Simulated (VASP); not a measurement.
Here is a VASP 6.6.1 calculation.

INCAR

```
SYSTEM = ZnCd3O4
PREC = Accurate
ENCUT = 520
EDIFF = 1E-6
ISMEAR = 0
SIGMA = 0.1
LREAL = .False.
LASPH = .True.
NELM = 100
ALGO = Normal
ISIF = 2
LWAVE = .False.
LCHARG = .False.
GGA = PE
NBANDS = 46
```

The input KPOINTS:

```
Automatic mesh
0
Gamma
  12 12 12
  0 0 0
```

File POSCAR:

```
ZnCd3O4
1.0
   -2.3454552902      2.3454552902      4.6446833701
    2.3454552902     -2.3454552902      4.6446833701
    2.3454552902      2.3454552902     -4.6446833701
Zn Cd O
1 3 4
Direct
    0.5000000000      0.5000000000      0.0000000000
    0.0000000000      0.0000000000      0.0000000000
    0.7500000000      0.2500000000      0.5000000000
    0.2500000000      0.7500000000      0.5000000000
    0.7244482428      0.7244482428      0.0000000000
    0.5000000000      0.0000000000      0.5000000000
    0.2755517572      0.2755517572      0.0000000000
    0.0000000000      0.5000000000      0.5000000000
```

Potentials or basis: VASP PAW PBE potentials, release 64 (Zn, Cd, O).

Command:

```sh
$ cat potpaw_PBE.64/Zn/POTCAR potpaw_PBE.64/Cd/POTCAR potpaw_PBE.64/O/POTCAR > POTCAR
$ mpirun -np 1 vasp_std > vasp.out
```

Task: What does it give for the largest force?

Result: 0.005 eV/Å.

Task: Estimate the band gap on the k mesh.

Result: Zero (bands 36 and 37 overlap by 0.55 eV).

Task: Predict the pressure.

Result: 1.2 GPa.

Forces in eV/Å, atoms in the order of the input:
```
Zn   0.000  0.000  0.000
Cd   0.000  0.000  0.000
Cd   0.000  0.000  0.000
Cd   0.000  0.000  0.000
O    0.000  0.000  0.005
O    0.000  0.000  0.000
O    0.000  0.000 -0.005
O    0.000  0.000  0.000
```

Caveat: semilocal functionals underestimate gaps, and a narrow one can read as zero.
